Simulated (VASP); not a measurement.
# AgCl (I4/mmm) in VASP: further runs

AgCl is run at these levels: LDA; tasks: single point.

All numbers are computed with VASP 6.6.1; they aren't measurements. Logs are shortened: lines on timing, memory, paths and dates and some standing lists are left out, and cuts for length are marked.

**1. The cell of the first run**

Symmetry: I4/mmm, No. 139, tetragonal system. The conventional cell has a = 3.922 Å, b = 3.922 Å, c = 5.380 Å, α = 90.00°, β = 90.00°, γ = 90.00°. Within 3.5 Å of Ag (site symmetry 4/mmm) lie 6 Cl at 2.69 to 2.77 Å. Within 3.5 Å of Cl (site symmetry 4/mmm) lie 6 Ag at 2.69 to 2.77 Å.

**2. Single point, LDA (zz strain of -3 %)**

INCAR reads:

```
SYSTEM = AgCl
PREC = Accurate
ENCUT = 520
EDIFF = 1E-6
ISMEAR = -1
SIGMA = 0.02
LREAL = .False.
LASPH = .True.
NELM = 80
ALGO = Normal
ISIF = 2
LWAVE = .False.
LCHARG = .False.
GGA = CA
NBANDS = 16
```

KPOINTS reads:

```
Automatic mesh
0
Gamma
  8 8 8
  0 0 0
```

POSCAR reads:

```
AgCl
1.0
    0.0000000000      2.7731500000      2.6899555000
    2.7731500000      0.0000000000      2.6899555000
    2.7731500000      2.7731500000      0.0000000000
Ag Cl
1 1
Direct
    0.5000000000      0.5000000000      0.5000000000
    0.0000000000      0.0000000000      0.0000000000
```

Potentials or basis: VASP PAW LDA potentials, release 64 (Ag, Cl).

Run with:

```console
> cat potpaw_LDA.64/Ag/POTCAR potpaw_LDA.64/Cl/POTCAR > POTCAR
> mpirun -np 1 vasp_std > vasp.out
```

OUTCAR:

```text
SYSTEM = AgCl
   PREC = Accurate
   ENCUT = 520
   EDIFF = 1E-6
   ISMEAR = -1
   LREAL = .False.
   LASPH = .True.
   NELM = 80
   ISIF = 2
   GGA = CA

 ion  position               nearest neighbor table
   1  0.500  0.500  0.500-   2 2.69   2 2.69   2 2.77   2 2.77   2 2.77   2 2.77
   2  0.000  0.000  0.000-   1 2.69   1 2.69   1 2.77   1 2.77   1 2.77   1 2.77

  LATTYP: Found a body centered tetragonal cell.
 ALAT       =     3.9218263405
 C/A-ratio  =     1.3717871555

  Lattice vectors:

 A1 = (   0.0000000000,  -2.7731500000,  -2.6899555000)
 A2 = (   0.0000000000,   2.7731500000,  -2.6899555000)
 A3 = (   2.7731500000,   0.0000000000,   2.6899555000)

Analysis of symmetry for initial positions (statically):
=====================================================================
 Subroutine PRICEL returns:
 Original cell was already a primitive cell.

 Routine SETGRP: Setting up the symmetry group for a
 body centered tetragonal supercell.

 Subroutine GETGRP returns: Found 16 space group operations
 (whereof 16 operations were pure point group operations)
 out of a pool of 16 trial point group operations.

The static configuration has the point symmetry D_4h.

Analysis of symmetry for dynamics (positions and initial velocities):
=====================================================================
 Subroutine PRICEL returns:
 Original cell was already a primitive cell.

 Routine SETGRP: Setting up the symmetry group for a
 body centered tetragonal supercell.

 Subroutine GETGRP returns: Found 16 space group operations
 (whereof 16 operations were pure point group operations)
 out of a pool of 16 trial point group operations.

The dynamic configuration has the point symmetry D_4h.

 Subroutine INISYM returns: Found 16 space group operations
 (whereof 16 operations are pure point group operations),
 and found     1 'primitive' translations

----------------------------------------------------------------------------------------

                                     Primitive cell

  volume of cell :      41.3735

  direct lattice vectors                    reciprocal lattice vectors
     0.000000000  2.773150000  2.689955500    -0.180300380  0.180300380  0.185876681
     2.773150000  0.000000000  2.689955500     0.180300380 -0.180300380  0.185876681
     2.773150000  2.773150000  0.000000000     0.180300380  0.180300380 -0.185876681

  length of vectors
     3.863446844  3.863446844  3.921826340     0.315541748  0.315541748  0.315541748

  position of ions in fractional coordinates (direct lattice)
     0.500000000  0.500000000  0.500000000
     0.000000000  0.000000000  0.000000000

  ion indices of the primitive-cell ions
   primitive index   ion index
                 1           1
                 2           2

----------------------------------------------------------------------------------------

 KPOINTS: Automatic mesh

Automatic generation of k-mesh.
 Grid dimensions read from file:
 generate k-points for:    8    8    8

 Generating k-lattice:

  Cartesian coordinates                     Fractional coordinates (reciprocal lattice)
    -0.022537548  0.022537548  0.023234585     0.125000000  0.000000000  0.000000000
     0.022537548 -0.022537548  0.023234585     0.000000000  0.125000000  0.000000000
     0.022537548  0.022537548 -0.023234585     0.000000000  0.000000000  0.125000000

  Length of vectors
     0.039442719  0.039442719  0.039442719

  Shift w.r.t. Gamma in fractional coordinates (k-lattice)
     0.000000000  0.000000000  0.000000000

 Subroutine IBZKPT returns following result:
 ===========================================

 Found     59 irreducible k-points:

 Following reciprocal coordinates:
            Coordinates               Weight
  0.000000  0.000000  0.000000      1.000000
  0.125000  0.000000  0.000000      8.000000
  0.250000  0.000000  0.000000      8.000000
  0.375000  0.000000  0.000000      8.000000
  0.500000  0.000000  0.000000      4.000000
  0.125000  0.125000  0.000000      2.000000
[... 16 lines left out ...]
  0.250000  0.000000  0.125000     16.000000
  0.375000  0.000000  0.125000     16.000000
 [... further k-points ...]
   k-points           NKPTS =     59   k-points in BZ     NKDIM =     59   number of bands    NBANDS=     16
   number of dos      NEDOS =    301   number of ions     NIONS =      2
   total plane-waves  NPLWV =  27000
   dimension x,y,z NGX =    30 NGY =   30 NGZ =   30
   dimension x,y,z NGXF=    60 NGYF=   60 NGZF=   60
   ions per type =               1   1
   NGX,Y,Z   is equivalent  to a cutoff of  12.91, 12.91, 12.72 a.u.
   NGXF,Y,Z  is equivalent  to a cutoff of  25.82, 25.82, 25.43 a.u.
 SYSTEM =  AgCl
   PREC   = accura    normal or accurate (medium, high low for compatibility)
   ISTART =      0    job   : 0-new  1-cont  2-samecut
   ICHARG =      2    charge: 1-file 2-atom 10-const
   ISPIN  =      1    spin polarized calculation?
   LNONCOLLINEAR =      F non collinear calculations
   LSORBIT =      F    spin-orbit coupling
   LASPH  =      T    aspherical Exc in radial PAW
   ENCUT  =  520.0 eV  38.22 Ry    6.18 a.u.   7.18  7.18  7.29*2*pi/ulx,y,z
   NELM   =     80;   NELMIN=  2; NELMDL= -5     # of ELM steps
   EDIFF  = 0.1E-05   stopping-criterion for ELM
   LREAL  =      F    real-space projection
   EDIFFG = 0.1E-04   stopping-criterion for IOM
   NSW    =      0    number of steps for IOM
   IBRION =     -1    ionic relax: 0-MD 1-quasi-New 2-CG
   NFREE  =      0    steps in history (QN), initial steepest desc. (CG)
   ISIF   =      2    stress and relaxation
   ISYM   =      2    0-nonsym 1-usesym 2-fastsym
   POTIM  = 0.5000    time-step for ionic-motion
   TEBEG  =    0.0;   TEEND  =   0.0 temperature during run
   PSTRESS=    0.0 pullay stress
   NELECT =      18.0000    total number of electrons
   NUPDOWN=      -1.0000    fix difference up-down
   EMIN   =  10.00;   EMAX   =-10.00  energy-range for DOS
   EFERMI =   0.00;   METHOD = LEGACY
   ISMEAR =    -1;   SIGMA  =   0.02  broadening in eV -4-tet -1-fermi 0-gaus
   EFERMI_NEDOS =   21; number of points for ismear=-14 and -15
   IALGO  =     38    algorithm
   IMIX   =      4    mixing-type and parameters
     AMIX     =   0.40;   BMIX     =  1.00
     AMIX_MAG =   1.60;   BMIX_MAG =  1.00
  volume/ion in A,a.u.               =      20.69       139.60
  Fermi-wavevector in a.u.,A,eV,Ry     =   1.240486  2.344178 20.936707  1.538805
  Thomas-Fermi vector in A             =   2.374924
   LORBIT       =      0    0 simple, 1 ext, 2 COOP (PROOUT), +10 PAW based schemes
   GGA     = CA    functional components
   LHFCALC =     F    Hartree Fock is set to
   AEXX    =    0.0000 exact exchange contribution
   IVDW    =     0    specifies the selected vdW correction
   LEPSILON=     F    determine dielectric tensor
   LRPA    =     F    only Hartree local field effects (RPA)
 non-spin polarized calculation
  energy-cutoff  :      520.00
  volume of cell :       41.37
 maximum number of plane-waves:      1128
 NGX is ok and might be reduce to    30
   NGX = 15   NGY = 15   NGZ = 15

 number of electron      18.0000007 magnetization

 Free energy of the ion-electron system (eV)
  ---------------------------------------------------
  ext. energy  EPLUGINS =         0.00000000
  ---------------------------------------------------
  free energy    TOTEN  =        -6.74992644 eV

  energy without entropy =       -6.74992643  energy(sigma->0) =       -6.74992643

 E-fermi :   4.3613     XC(G=0): -10.5924

 val. band max:        4.0704385333   @ k =   0.5000   0.0000   0.0000
 cond. band min:       4.6231427848   @ k =   0.0000   0.0000   0.0000
 fundamental gap:      0.5527042515
 Fermi energy:         4.3612639657

 k-point     1 :       0.0000    0.0000    0.0000
  band No.  band energies     occupation
      1     -11.2856      2.00000
      2       1.2931      2.00000
      3       1.2931      2.00000
      4       1.3530      2.00000
      5       1.3678      2.00000
      6       1.3773      2.00000
[... 8 lines left out ...]
     15      16.9120      0.00000
     16      16.9120      0.00000

 k-point     2 :       0.1250    0.0000    0.0000
  band No.  band energies     occupation
      1     -11.2173      2.00000
      2       0.5773      2.00000
      3       0.6719      2.00000
      4       0.7089      2.00000
      5       1.3631      2.00000
      6       1.4020      2.00000
[... 8 lines left out ...]
     15      15.9617      0.00000
     16      16.5614      0.00000

 k-point     3 :       0.2500    0.0000    0.0000
  band No.  band energies     occupation
      1     -11.0443      2.00000
      2      -0.4966      2.00000
      3       0.0353      2.00000
      4       0.1176      2.00000
      5       1.5136      2.00000
      6       1.5319      2.00000
[... 8 lines left out ...]
     15      16.1778      0.00000
     16      16.4857      0.00000

 k-point     4 :       0.3750    0.0000    0.0000
  band No.  band energies     occupation
      1     -10.8587      2.00000
      2      -1.3264      2.00000
      3      -0.3552      2.00000
      4      -0.2607      2.00000
      5       1.6671      2.00000
      6       1.6722      2.00000
[... 8 lines left out ...]
     15      17.0336      0.00000
     16      17.1091      0.00000
[... 324 lines left out ...]
 k-point    22 :       0.1250    0.0000    0.1250
  band No.  band energies     occupation
      1     -11.2011      2.00000
      2       0.1618      2.00000
      3       0.9461      2.00000
      4       1.0543      2.00000
      5       1.2401      2.00000
      6       1.3855      2.00000
[... 8 lines left out ...]
     15      17.6923      0.00000
     16      18.0210      0.00000

 k-point    23 :       0.2500    0.0000    0.1250
  band No.  band energies     occupation
      1     -11.0720      2.00000
      2      -0.4376      2.00000
      3       0.3623      2.00000
      4       0.5003      2.00000
      5       1.3333      2.00000
      6       1.5416      2.00000
[... 8 lines left out ...]
     15      17.3739      0.00000
     16      17.8982      0.00000

 k-point    24 :       0.3750    0.0000    0.1250
  band No.  band energies     occupation
      1     -10.8965      2.00000
      2      -1.0301      2.00000
      3      -0.2311      2.00000
      4      -0.0366      2.00000
      5       1.5033      2.00000
      6       1.6922      2.00000
[... 8 lines left out ...]
     15      17.6245      0.00000
     16      17.8666      0.00000

 [... further k-points ...]

------------------------ aborting loop because EDIFF is reached ----------------------------------------

  FORCE on cell =-STRESS in cart. coord.  units (eV):
  Direction    XX          YY          ZZ          XY          YZ          ZX
  --------------------------------------------------------------------------------------
  -------------------------------------------------------------------------------------
  Total       -1.1229843     -1.1229843     -1.0035760      0.0000000      0.0000000     -0.0000000
  in kB      -43.4872992    -43.4872992    -38.8632428      0.0000000      0.0000000     -0.0000000
  external PRESSURE =     -41.9459471 kB  Pullay stress =       0.0000000 kB

 VOLUME and BASIS-vectors are now :
 -----------------------------------------------------------------------------
  energy-cutoff  :      520.00
  volume of cell :       41.37
      direct lattice vectors                 reciprocal lattice vectors
     0.000000000  2.773150000  2.689955500    -0.180300380  0.180300380  0.185876681
     2.773150000  0.000000000  2.689955500     0.180300380 -0.180300380  0.185876681
     2.773150000  2.773150000  0.000000000     0.180300380  0.180300380 -0.185876681

 POSITION                                       TOTAL-FORCE (eV/Angst)
 -----------------------------------------------------------------------------------
      2.77315      2.77315      2.68996         0.000000      0.000000      0.000000
      0.00000      0.00000      0.00000         0.000000      0.000000      0.000000
 -----------------------------------------------------------------------------------
    total drift:                                0.000000      0.000000      0.000000

  FREE ENERGIE OF THE ION-ELECTRON SYSTEM (eV)
  ---------------------------------------------------
  free  energy   TOTEN  =        -6.7499264358 eV

  energy  without entropy=       -6.7499264310  energy(sigma->0) =       -6.74992643
```

Run time: 14 s. Hardware: 1 thread of Intel Xeon 6975P-C (Granite Rapids), shared host; peak memory 0.17 GiB.

Results:

| Quantity | Value |
| --- | --- |
| Free energy | -6.7499 eV |
| Pressure | -4.2 GPa |
| Band gap on the k mesh | 0.55 eV, indirect (least direct gap 3.04 eV) |

Stress tensor (GPa, compression positive):
```
-4.35  0.00  0.00
 0.00 -4.35  0.00
 0.00  0.00 -3.89
```

Caveat: the cell differs from its parent crystal (zz strain of -3 %). A k mesh can miss the band edges.

**3. Single point, LDA (zz strain of -1 %)**

INCAR reads:

```
SYSTEM = AgCl
ALGO     = Normal         ! electronic algorithm
EDIFF    = 1E-6           ! SCF threshold, eV
ENCUT    = 520            ! plane-wave cutoff, eV
ISIF     = 2              ! what is computed and relaxed
ISMEAR   = -1             ! smearing method
LASPH    = .TRUE.         ! aspherical terms in the spheres
LCHARG   = .FALSE.        ! write CHGCAR
LREAL    = .FALSE.        ! projectors in reciprocal space
LWAVE    = .FALSE.        ! write WAVECAR
NBANDS   = 16             ! bands
NELM     = 80             ! most SCF steps
PREC     = Accurate       ! precision mode
SIGMA    = 0.02           ! smearing width, eV
```

KPOINTS reads:

```
k-points
0
G
  8 8 8
  0 0 0
```

POSCAR reads:

```
AgCl
1.0
    0.0000000000      2.7731500000      2.7454185000
    2.7731500000      0.0000000000      2.7454185000
    2.7731500000      2.7731500000      0.0000000000
Ag Cl
1 1
Direct
    0.5000000000      0.5000000000      0.5000000000
    0.0000000000      0.0000000000      0.0000000000
```

Potentials or basis: VASP PAW LDA potentials, release 64 (Ag, Cl).

Run with:

```console
> cat potpaw_LDA.64/Ag/POTCAR potpaw_LDA.64/Cl/POTCAR > POTCAR
> mpirun -np 1 vasp_std > vasp.out
```

It took 14 s on 1 thread of Intel Xeon 6975P-C (Granite Rapids), shared host; peak memory 0.16 GiB.

It converged, with:

```yaml
Free_energy: -6.7261 eV
Pressure: -5.2 GPa
Band_gap_on_the_k_mesh: 0.61 eV, indirect (least direct gap 2.97 eV)
```

Stress tensor (GPa, compression positive):
```
-5.20  0.00  0.00
 0.00 -5.20  0.00
 0.00  0.00 -5.11
```

Levels at points of the mesh, in eV from the valence-band top:
```csv
k point,band 7,band 8,band 9,band 10,band 11,band 12
"(0.00, 0.00, 0.00)",-2.40,-2.36,-2.36,0.61,10.70,10.70
"(0.50, 0.00, 0.00)",-1.88,-0.06,0.00,3.91,6.36,7.35
"(0.50, 0.50, 0.00)",-2.08,-2.08,-1.99,2.07,7.76,8.45
"(0.50, 0.00, 0.50)",-2.08,-2.07,-1.99,2.08,7.82,8.35
```

Caveat: the cell differs from its parent crystal (zz strain of -1 %). A k mesh can miss the band edges.
